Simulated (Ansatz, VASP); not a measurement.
## P: VASP beside Ansatz

INCAR

```
  PREC = Accurate
  ENCUT = 520
  EDIFF = 1E-8
  ISMEAR = -1
  SIGMA = 0.08
  LREAL = F
  LASPH = T
  NELM = 100
  ALGO = Normal
  ISIF = 2
  LWAVE = F
  LCHARG = F
  GGA = PE
  LEFG = T
  NBANDS = 12
```

File KPOINTS:

```
Automatic mesh
0
Gamma
  11 11 11
```

The input POSCAR:

```
P
1.0
    0.0000000000      2.7401519736      2.7401519736
    2.7401519736      0.0000000000      2.7401519736
    2.7401519736      2.7401519736      0.0000000000
P
2
Direct
    0.0000000000      0.0000000000      0.0000000000
    0.2500000000      0.2500000000      0.2500000000
```

Input for Ansatz:

```yaml
crystal:
  lattice:
    - [0.0, 2.7401519736, 2.7401519736]
    - [2.7401519736, 0.0, 2.7401519736]
    - [2.7401519736, 2.7401519736, 0.0]
  atoms:
    - { symbol: P, position: [0.0, 0.0, 0.0] }
    - { symbol: P, position: [0.25, 0.25, 0.25] }
kpoints:
  mp_grid: { grid: [11, 11, 11] }
  band_path:
    path:
      - [0.0, 0.0, 0.0]
      - [0.5, 0.0, 0.5]
      - [0.625, 0.25, 0.625]
      - [0.375, 0.375, 0.75]
      - [0.0, 0.0, 0.0]
      - [0.5, 0.5, 0.5]
      - [0.5, 0.25, 0.75]
      - [0.5, 0.0, 0.5]
    npoints: 8
scf:
  occupations: { method: fermi_dirac, width: 0.08 }
hamiltonian:
  xc: pbe
  pseudopotentials: { kind: paw }
output:
  forces: true
  stress: true
  eigenvalues: true
  efg: { contact_densities: true }
  populations: true
  bader: true
  dos: { projected: true, de: 0.2, e_range: [-14, 8] }
```

Alike in both runs: task electric field gradients; functional PBE; k mesh 11 × 11 × 11; occupations fermi-dirac, width 0.08 eV; no spin polarisation.

|  | VASP | Ansatz |
| --- | --- | --- |
| version | VASP 6.6.1 | Ansatz 0.2.0 |
| potentials or method | VASP PAW PBE potentials, release 64 (P) | PAW with Ansatz's default frozen-core files, scalar-relativistic |
| plane-wave cutoff (eV) | 520 | 420 |
| valence electrons in the cell | 10 | 10 |

VASP gave:

* pressure (GPa): -0.1

**Question.** Which values does Ansatz return?

**Answer.** Pressure (GPa): 0.0.

The functional is the same, so the differences come from potentials, cutoffs and numerics.
